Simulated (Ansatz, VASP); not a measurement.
# Pb: VASP beside Ansatz

The input INCAR:

```
PREC = Accurate ; ENCUT = 520
EDIFF = 1E-8 ; ISMEAR = -1
SIGMA = 0.05 ; LREAL = F
LASPH = T ; NELM = 80
ALGO = Normal ; ISIF = 2
LWAVE = F ; LCHARG = F
LEFG = T ; NBANDS = 21
```

File KPOINTS:

```
Automatic mesh
0
Gamma
  8 8 8
```

The input POSCAR:

```
Pb
1.0
    0.0000000000      3.4159188228      3.4159188228
    3.4159188228      0.0000000000      3.4159188228
    3.4159188228      3.4159188228      0.0000000000
Pb
2
Direct
    0.0000000000      0.0000000000      0.0000000000
    0.2500000000      0.2500000000      0.2500000000
```

Input for Ansatz:

```yaml
crystal:
  lattice:
    - [0.0, 3.4159188228, 3.4159188228]
    - [3.4159188228, 0.0, 3.4159188228]
    - [3.4159188228, 3.4159188228, 0.0]
  atoms:
    - { symbol: Pb, position: [0.0, 0.0, 0.0] }
    - { symbol: Pb, position: [0.25, 0.25, 0.25] }
kpoints:
  mp_grid: { grid: [8, 8, 8] }
scf:
  occupations: { method: fermi_dirac, width: 0.05 }
hamiltonian:
  xc: lda
  pseudopotentials: { kind: all_electron, datasets: crystal }
output:
  forces: true
  stress: true
  eigenvalues: true
  efg: { contact_densities: true }
```

Change from the starting cell: volume scaled by 0.98, crystal datasets.

Alike in both runs: task electric field gradients; functional LDA; k mesh 8 × 8 × 8; occupations fermi-dirac, width 0.05 eV; no spin polarisation.

|  | VASP | Ansatz |
| --- | --- | --- |
| version | VASP 6.6.1 | Ansatz 0.2.0 |
| potentials or method | VASP PAW LDA potentials, release 64 (Pb_d), cutoff 520 eV | all-electron PAW with datasets made for the crystal, scalar-relativistic |

|  | VASP | Ansatz | Ansatz less VASP |
| --- | --- | --- | --- |
| pressure (GPa) | -0.1 | -0.1 | -0.03 |

LDA's correlation is that of Perdew and Zunger in VASP and of Perdew and Wang (1992) in Ansatz. Ansatz ran all-electron here, and VASP with PAW potentials.

Neither program's run includes spin-orbit coupling.
